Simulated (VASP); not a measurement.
Wanted: the native input for a VASP 6.6.1 run.

```yaml
Task: single point
Functional: PBEsol
Potentials_or_basis: VASP PAW PBE potentials, release 64 (Ag)
Cutoff: 520 eV
k_mesh: 20 × 20 × 20
Occupations: gaussian, width 0.15 eV
Spin: no spin polarisation
Dipole_correction: no
Further_INCAR_settings: ALGO = Normal; EDIFF = 1e-06; NBANDS = 12
```

The structure of Ag lies in POSCAR:

```
Ag
1.0
    0.0000000000      2.0431000000      1.8796520000
    2.0431000000      0.0000000000      1.8796520000
    2.0431000000      2.0431000000      0.0000000000
Ag
1
Direct
    0.0000000000      0.0000000000      0.0000000000
```

This cell differs from its parent crystal: strain +0.000 along x and y, -0.080 along z.

These files were run (other wordings do the same):

INCAR

```
SYSTEM = Ag
PREC = Accurate ; ENCUT = 520
EDIFF = 1E-6 ; ISMEAR = 0
SIGMA = 0.15 ; LREAL = .FALSE.
LASPH = .TRUE. ; NELM = 100
ALGO = Normal ; ISIF = 2
LWAVE = .FALSE. ; LCHARG = .TRUE.
GGA = PS ; LELF = .TRUE.
LVHAR = .TRUE. ; NBANDS = 12
```

KPOINTS

```
Automatic mesh
0
G
  20 20 20
  0 0 0
```

Potentials or basis: VASP PAW PBE potentials, release 64 (Ag).

Run with:

```bash
$ cat potpaw_PBE.64/Ag/POTCAR > POTCAR
$ mpirun -np 1 vasp_std > vasp.out
```

Results of the run:

* Pressure: 8.3 GPa
* Band gap on the k mesh: zero (an odd number of electrons rules out a gap without spin polarisation)

Caveat: the cell differs from its parent crystal (strain +0.000 along x and y, -0.080 along z); the cell stands under pressure; the PAW data sets were made with another functional, which shifts forces and pressure a little.

Run time: 30 s on 1 thread of Intel(R) Xeon(R) 6975P-C (Granite Rapids), on a shared host, peak memory 0.24 GiB.
